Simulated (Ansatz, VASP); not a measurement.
# PtS2 in VASP and in Ansatz

Contents of INCAR:

```
ALGO = Normal
EDIFF = 1E-6
ENCUT = 520
GGA = PE
ISIF = 2
ISMEAR = -1
LASPH = T
LCHARG = F
LREAL = F
LWAVE = F
NBANDS = 18
NELM = 80
PREC = Accurate
SIGMA = 0.08
```

KPOINTS

```
k-points
0
Gamma
  12 12 7
```

File POSCAR:

```
PtS2
1.0
    3.5431994758      0.0000000000      0.0000000000
   -1.7715997379      3.0685007567      0.0000000000
    0.0000000000      0.0000000000      5.0388000000
Pt S
1 2
Direct
    0.0000000000      0.0000000000      0.0000000000
    0.3333333333      0.6666666667      0.2500000000
    0.6666666667      0.3333333333      0.7500000000
```

Input for Ansatz:

```yaml
crystal:
  lattice:
    - [3.5431994758, 0.0, 0.0]
    - [-1.7715997379, 3.0685007567, 0.0]
    - [0.0, 0.0, 5.0388]
  atoms:
    - { symbol: Pt, position: [0.0, 0.0, 0.0] }
    - { symbol: S, position: [0.3333333333, 0.6666666667, 0.25] }
    - { symbol: S, position: [0.6666666667, 0.3333333333, 0.75] }
kpoints:
  mp_grid: { grid: [12, 12, 7] }
  band_path:
    path:
      - [0.0, 0.0, 0.0]
      - [0.5, 0.0, 0.0]
      - [0.3333333333, 0.3333333333, 0.0]
      - [0.0, 0.0, 0.0]
      - [0.0, 0.0, 0.5]
      - [0.5, 0.0, 0.5]
      - [0.3333333333, 0.3333333333, 0.5]
      - [0.0, 0.0, 0.5]
      - [0.5, 0.0, 0.5]
    npoints: 14
scf:
  occupations: { method: fermi_dirac, width: 0.08 }
hamiltonian:
  xc: pbe
  pseudopotentials: { kind: all_electron, lapw: { basis_error: 0.001 } }
output:
  forces: true
  stress: true
  eigenvalues: true
  populations: true
  dos: { projected: true, de: 0.2, e_range: [-14, 8] }
```

Alike in both runs: task single point; functional PBE; k mesh 12 × 12 × 7; occupations fermi-dirac, width 0.08 eV; no spin polarisation.

|  | VASP | Ansatz |
| --- | --- | --- |
| version | VASP 6.6.1 | Ansatz 0.2.0 |
| potentials or method | VASP PAW PBE potentials, release 64 (Pt, S), cutoff 520 eV | all-electron LAPW, scalar-relativistic |

```tsv
	VASP	Ansatz	Ansatz less VASP
pressure (GPa)	1.9	2.4	+0.46
traceless stress, the component that is largest in VASP (GPa)	-1.76	-1.89	-0.128
rms of the force components (eV/Å)	0.172	0.154	-0.0182
```

Atom by atom the forces differ by 0.018 eV/Å (rms over components). Ansatz ran all-electron here, and VASP with PAW potentials.

Spin-orbit coupling is off throughout.
